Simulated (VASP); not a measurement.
# TiC (Fm-3m) in VASP: notebook

TiC is run at these levels: LDA; tasks: single point.

Everything below comes from runs of VASP 6.6.1. Logs are shortened: lines on timing, memory, paths and dates and some standing lists are left out, and cuts for length are marked.

**1. The cell of the first run**

It takes space group Fm-3m (No. 225, cubic). The conventional cell has a = 4.302 Å, b = 4.302 Å, c = 4.302 Å, α = 90.00°, β = 90.00°, γ = 90.00°. Within 2.8 Å of Ti (site symmetry m-3m) lie 6 C at 2.15 Å. Within 2.8 Å of C (site symmetry m-3m) lie 6 Ti at 2.15 Å.

**2. Single point, LDA**

The input, INCAR:

```
  ALGO = Normal
  EDIFF = 1E-6
  ENCUT = 520
  ISIF = 2
  ISMEAR = -1
  LASPH = True
  LCHARG = False
  LREAL = False
  LWAVE = False
  NBANDS = 15
  NELM = 80
  PREC = Accurate
  SIGMA = 0.05
```

The input, KPOINTS:

```
k-points
0
Gamma
  11 11 11
```

The input, POSCAR:

```
TiC
1.0
    0.0000000000      2.1511833799      2.1511833799
    2.1511833799      0.0000000000      2.1511833799
    2.1511833799      2.1511833799      0.0000000000
Ti C
1 1
Direct
    0.0000000000      0.0000000000      0.0000000000
    0.5000000000      0.5000000000      0.5000000000
```

Potentials or basis: VASP PAW LDA potentials, release 64 (Ti_sv, C).

On the command line:

```bash
$ cat potpaw_LDA.64/Ti_sv/POTCAR potpaw_LDA.64/C/POTCAR > POTCAR
$ mpirun -np 1 vasp_std > vasp.out
```

OUTCAR:

```text
EDIFF = 1E-6
   ENCUT = 520
   ISIF = 2
   ISMEAR = -1
   LASPH = True
   LREAL = False
   NELM = 80
   PREC = Accurate

 ion  position               nearest neighbor table
   1  0.000  0.000  0.000-   2 2.15   2 2.15   2 2.15   2 2.15   2 2.15   2 2.15
   2  0.500  0.500  0.500-   1 2.15   1 2.15   1 2.15   1 2.15   1 2.15   1 2.15

  LATTYP: Found a face centered cubic cell.
 ALAT       =     4.3023667598

  Lattice vectors:

 A1 = (   0.0000000000,   2.1511833799,   2.1511833799)
 A2 = (   2.1511833799,   0.0000000000,   2.1511833799)
 A3 = (   2.1511833799,   2.1511833799,   0.0000000000)

Analysis of symmetry for initial positions (statically):
=====================================================================
 Subroutine PRICEL returns:
 Original cell was already a primitive cell.

 Routine SETGRP: Setting up the symmetry group for a
 face centered cubic supercell.

 Subroutine GETGRP returns: Found 48 space group operations
[... 9 lines left out ...]

 Routine SETGRP: Setting up the symmetry group for a
 face centered cubic supercell.

 Subroutine GETGRP returns: Found 48 space group operations
[... 11 lines left out ...]
                                     Primitive cell

  volume of cell :      19.9096

  direct lattice vectors                    reciprocal lattice vectors
     0.000000000  2.151183380  2.151183380    -0.232430208  0.232430208  0.232430208
     2.151183380  0.000000000  2.151183380     0.232430208 -0.232430208  0.232430208
     2.151183380  2.151183380  0.000000000     0.232430208  0.232430208 -0.232430208

  length of vectors
     3.042232711  3.042232711  3.042232711     0.402580929  0.402580929  0.402580929

  position of ions in fractional coordinates (direct lattice)
[... 8 lines left out ...]
----------------------------------------------------------------------------------------

 KPOINTS: k-points

Automatic generation of k-mesh.
 Grid dimensions read from file:
 generate k-points for:   11   11   11

 Generating k-lattice:

  Cartesian coordinates                     Fractional coordinates (reciprocal lattice)
    -0.021130019  0.021130019  0.021130019     0.090909091  0.000000000  0.000000000
     0.021130019 -0.021130019  0.021130019     0.000000000  0.090909091  0.000000000
     0.021130019  0.021130019 -0.021130019     0.000000000  0.000000000  0.090909091

  Length of vectors
     0.036598266  0.036598266  0.036598266

  Shift w.r.t. Gamma in fractional coordinates (k-lattice)
     0.000000000  0.000000000  0.000000000

 Subroutine IBZKPT returns following result:
 ===========================================

 Found     56 irreducible k-points:

 Following reciprocal coordinates:
            Coordinates               Weight
  0.000000  0.000000  0.000000      1.000000
  0.090909  0.000000  0.000000      8.000000
  0.181818  0.000000  0.000000      8.000000
  0.272727  0.000000  0.000000      8.000000
  0.363636  0.000000  0.000000      8.000000
  0.454545  0.000000  0.000000      8.000000
[... 16 lines left out ...]
 -0.272727  0.181818  0.000000     24.000000
 -0.181818  0.181818  0.000000     12.000000
 [... further k-points ...]
   k-points           NKPTS =     56   k-points in BZ     NKDIM =     56   number of bands    NBANDS=     15
   number of dos      NEDOS =    301   number of ions     NIONS =      2
   total plane-waves  NPLWV =  13824
   dimension x,y,z NGX =    24 NGY =   24 NGZ =   24
   dimension x,y,z NGXF=    48 NGYF=   48 NGZF=   48
   ions per type =               1   1
   NGX,Y,Z   is equivalent  to a cutoff of  13.12, 13.12, 13.12 a.u.
   NGXF,Y,Z  is equivalent  to a cutoff of  26.23, 26.23, 26.23 a.u.
 SYSTEM =  unknown system
   PREC   = accura    normal or accurate (medium, high low for compatibility)
   ISTART =      0    job   : 0-new  1-cont  2-samecut
   ICHARG =      2    charge: 1-file 2-atom 10-const
   ISPIN  =      1    spin polarized calculation?
   LNONCOLLINEAR =      F non collinear calculations
   LSORBIT =      F    spin-orbit coupling
   LASPH  =      T    aspherical Exc in radial PAW
   ENCUT  =  520.0 eV  38.22 Ry    6.18 a.u.   5.66  5.66  5.66*2*pi/ulx,y,z
   NELM   =     80;   NELMIN=  2; NELMDL= -5     # of ELM steps
   EDIFF  = 0.1E-05   stopping-criterion for ELM
   LREAL  =      F    real-space projection
   EDIFFG = 0.1E-04   stopping-criterion for IOM
   NSW    =      0    number of steps for IOM
   IBRION =     -1    ionic relax: 0-MD 1-quasi-New 2-CG
   NFREE  =      0    steps in history (QN), initial steepest desc. (CG)
   ISIF   =      2    stress and relaxation
   ISYM   =      2    0-nonsym 1-usesym 2-fastsym
   POTIM  = 0.5000    time-step for ionic-motion
   TEBEG  =    0.0;   TEEND  =   0.0 temperature during run
   PSTRESS=    0.0 pullay stress
   NELECT =      16.0000    total number of electrons
   NUPDOWN=      -1.0000    fix difference up-down
   EMIN   =  10.00;   EMAX   =-10.00  energy-range for DOS
   EFERMI =   0.00;   METHOD = LEGACY
   ISMEAR =    -1;   SIGMA  =   0.05  broadening in eV -4-tet -1-fermi 0-gaus
   EFERMI_NEDOS =   21; number of points for ismear=-14 and -15
   IALGO  =     38    algorithm
   IMIX   =      4    mixing-type and parameters
     AMIX     =   0.40;   BMIX     =  1.00
     AMIX_MAG =   1.60;   BMIX_MAG =  1.00
  volume/ion in A,a.u.               =       9.95        67.18
  Fermi-wavevector in a.u.,A,eV,Ry     =   1.522045  2.876247 31.519527  2.316620
  Thomas-Fermi vector in A             =   2.630677
   LORBIT       =      0    0 simple, 1 ext, 2 COOP (PROOUT), +10 PAW based schemes
   GGA     = CA    functional components
   LHFCALC =     F    Hartree Fock is set to
   AEXX    =    0.0000 exact exchange contribution
   IVDW    =     0    specifies the selected vdW correction
   LEPSILON=     F    determine dielectric tensor
   LRPA    =     F    only Hartree local field effects (RPA)
 non-spin polarized calculation
  energy-cutoff  :      520.00
  volume of cell :       19.91
 maximum number of plane-waves:       550
   NGX = 11   NGY = 11   NGZ = 11

 number of electron      16.0000003 magnetization

 Free energy of the ion-electron system (eV)
  ---------------------------------------------------
  ext. energy  EPLUGINS =         0.00000000
  ---------------------------------------------------
  free energy    TOTEN  =       -20.52851569 eV

  energy without entropy =      -20.52592352  energy(sigma->0) =      -20.52721961

 E-fermi :   9.5265     XC(G=0): -13.0808

 val. band max:        9.4431256399   @ k =   0.4545   0.4545   0.0000
 cond. band min:       9.6082179910   @ k =   0.3636   0.2727   0.0000
 fundamental gap:      0.1650923510
 Fermi energy:         9.5265054910

 k-point     1 :       0.0000    0.0000    0.0000
  band No.  band energies     occupation
      1     -46.3495      2.00000
      2     -22.7444      2.00000
      3     -22.7444      2.00000
      4     -22.7444      2.00000
      5      -2.8283      2.00000
      6      10.1093      0.00002
      7      10.1093      0.00002
      8      10.1093      0.00002
      9      11.1885      0.00000
     10      11.1885      0.00000
     11      11.1885      0.00000
     12      11.2269      0.00000
     13      11.2269      0.00000
     14      20.3786      0.00000
     15      23.6034      0.00000

 k-point     2 :       0.0909    0.0000    0.0000
  band No.  band energies     occupation
      1     -46.3428      2.00000
      2     -22.7902      2.00000
      3     -22.7486      2.00000
      4     -22.7486      2.00000
      5      -2.6359      2.00000
      6       9.3121      1.97290
      7       9.6111      0.31084
      8       9.6111      0.31084
      9      10.4668      0.00000
     10      10.4668      0.00000
     11      11.5787      0.00000
     12      12.7262      0.00000
     13      12.7262      0.00000
     14      20.6795      0.00000
     15      23.6884      0.00000

 k-point     3 :       0.1818    0.0000    0.0000
  band No.  band energies     occupation
      1     -46.3248      2.00000
      2     -22.9114      2.00000
      3     -22.7600      2.00000
      4     -22.7600      2.00000
      5      -2.0844      2.00000
      6       7.8841      2.00000
      7       8.4649      2.00000
      8       8.4649      2.00000
      9      10.8111      0.00000
     10      10.8111      0.00000
     11      12.0276      0.00000
     12      14.3118      0.00000
     13      14.3118      0.00000
     14      21.1458      0.00000
     15      23.7281      0.00000

 k-point     4 :       0.2727    0.0000    0.0000
  band No.  band energies     occupation
      1     -46.3011      2.00000
      2     -23.0669      2.00000
      3     -22.7749      2.00000
      4     -22.7749      2.00000
      5      -1.2468      2.00000
      6       6.3307      2.00000
      7       7.5284      2.00000
      8       7.5284      2.00000
      9      11.3785      0.00000
     10      11.3785      0.00000
     11      12.4775      0.00000
     12      15.8008      0.00000
     13      15.8008      0.00000
     14      20.5550      0.00000
     15      24.3267      0.00000
[... 307 lines left out ...]
 k-point    22 :      -0.3636    0.1818    0.0000
  band No.  band energies     occupation
      1     -46.2582      2.00000
      2     -23.2125      2.00000
      3     -22.9196      2.00000
      4     -22.8102      2.00000
      5       0.3657      2.00000
      6       4.4620      2.00000
      7       6.5833      2.00000
      8       6.7674      2.00000
      9      12.0360      0.00000
     10      12.4174      0.00000
     11      13.3590      0.00000
     12      15.7138      0.00000
     13      17.5007      0.00000
     14      20.0243      0.00000
     15      23.7027      0.00000

 k-point    23 :      -0.2727    0.1818    0.0000
  band No.  band energies     occupation
      1     -46.2729      2.00000
      2     -23.1390      2.00000
      3     -22.9076      2.00000
      4     -22.7862      2.00000
      5      -0.2824      2.00000
      6       5.2080      2.00000
      7       6.8910      2.00000
      8       6.9463      2.00000
      9      11.4765      0.00000
     10      12.4903      0.00000
     11      13.3132      0.00000
     12      14.7562      0.00000
     13      17.5826      0.00000
     14      20.7445      0.00000
     15      23.2877      0.00000

 k-point    24 :      -0.1818    0.1818    0.0000
  band No.  band energies     occupation
      1     -46.2931      2.00000
      2     -23.0486      2.00000
      3     -22.8641      2.00000
      4     -22.7661      2.00000
      5      -1.0510      2.00000
      6       6.2015      2.00000
      7       7.2630      2.00000
      8       7.4868      2.00000
      9      10.9910      0.00000
     10      12.1675      0.00000
     11      13.0987      0.00000
     12      13.9751      0.00000
     13      16.8995      0.00000
     14      21.5136      0.00000
     15      23.1699      0.00000

 [... further k-points ...]
[... 5 lines left out ...]
  --------------------------------------------------------------------------------------
  -------------------------------------------------------------------------------------
  Total       -0.8770942     -0.8770942     -0.8770942      0.0000000      0.0000000     -0.0000000
  in kB      -70.5820934    -70.5820934    -70.5820934      0.0000000      0.0000000     -0.0000000
  external PRESSURE =     -70.5820934 kB  Pullay stress =       0.0000000 kB

 VOLUME and BASIS-vectors are now :
 -----------------------------------------------------------------------------
  energy-cutoff  :      520.00
  volume of cell :       19.91
      direct lattice vectors                 reciprocal lattice vectors
     0.000000000  2.151183380  2.151183380    -0.232430208  0.232430208  0.232430208
     2.151183380  0.000000000  2.151183380     0.232430208 -0.232430208  0.232430208
     2.151183380  2.151183380  0.000000000     0.232430208  0.232430208 -0.232430208

 POSITION                                       TOTAL-FORCE (eV/Angst)
 -----------------------------------------------------------------------------------
      0.00000      0.00000      0.00000         0.000000     -0.000000      0.000000
      2.15118      2.15118      2.15118        -0.000000      0.000000     -0.000000
 -----------------------------------------------------------------------------------
    total drift:                                0.000000     -0.000000     -0.000000

  FREE ENERGIE OF THE ION-ELECTRON SYSTEM (eV)
  ---------------------------------------------------
  free  energy   TOTEN  =       -20.5285156937 eV

  energy  without entropy=      -20.5259235173  energy(sigma->0) =      -20.52721961
```

It took 8 s on 1 thread of Intel Xeon Platinum 8488C (Sapphire Rapids), shared host; peak memory 0.13 GiB.

What came out:

- Free energy: -20.5285 eV
- Pressure: -7.1 GPa
- Band gap on the k mesh: zero (band 8 reaches 10.11 eV, above the bottom of band 9 at 9.06 eV)

Levels at points of the mesh, in eV from the Fermi level:
```
           k point  band 5  band 6  band 7  band 8  band 9  band 10  band 11  band 12
(0.00, 0.00, 0.00)  -12.35    0.58    0.58    0.58    1.66     1.66     1.66     1.70
```

**3. Single point, LDA**

This run uses another cell than the first one, of 10.56 Å³/atom, 1.061 times its volume.

The input, INCAR:

```
ALGO = Normal ; EDIFF = 1E-6
ENCUT = 520 ; ISIF = 2
ISMEAR = -1 ; LASPH = True
LCHARG = True ; LELF = True
LREAL = False ; LVHAR = True
LWAVE = False ; NBANDS = 15
NELM = 80 ; PREC = Accurate
SIGMA = 0.05
```

KPOINTS is that of step 2.

The input, POSCAR:

```
TiC
1.0
    0.0000000000      2.1942184125      2.1942184125
    2.1942184125      0.0000000000      2.1942184125
    2.1942184125      2.1942184125      0.0000000000
Ti C
1 1
Direct
    0.0000000000      0.0000000000      0.0000000000
    0.5000000000      0.5000000000      0.5000000000
```

Potentials or basis: VASP PAW LDA potentials, release 64 (Ti_sv, C).

On the command line:

```bash
$ cat potpaw_LDA.64/Ti_sv/POTCAR potpaw_LDA.64/C/POTCAR > POTCAR
$ mpirun -np 1 vasp_std > vasp.out
```

It took 9 s on 1 thread of Intel Xeon Platinum 8488C (Sapphire Rapids), shared host; peak memory 0.13 GiB.

It converged, with:

```yaml
Free_energy: -20.4228 eV
Pressure: -20.4 GPa
Band_gap_on_the_k_mesh: zero (band 8 reaches 9.39 eV, above the bottom of band 9 at 8.37 eV)
```

Levels at points of the mesh, in eV from the Fermi level:
| k point | band 6 | band 7 | band 8 | band 9 | band 10 | band 11 |
| --- | --- | --- | --- | --- | --- | --- |
| (0.00, 0.00, 0.00) | 0.57 | 0.57 | 0.57 | 1.59 | 1.59 | 1.60 |

(Part 1 of 2 ends here.)
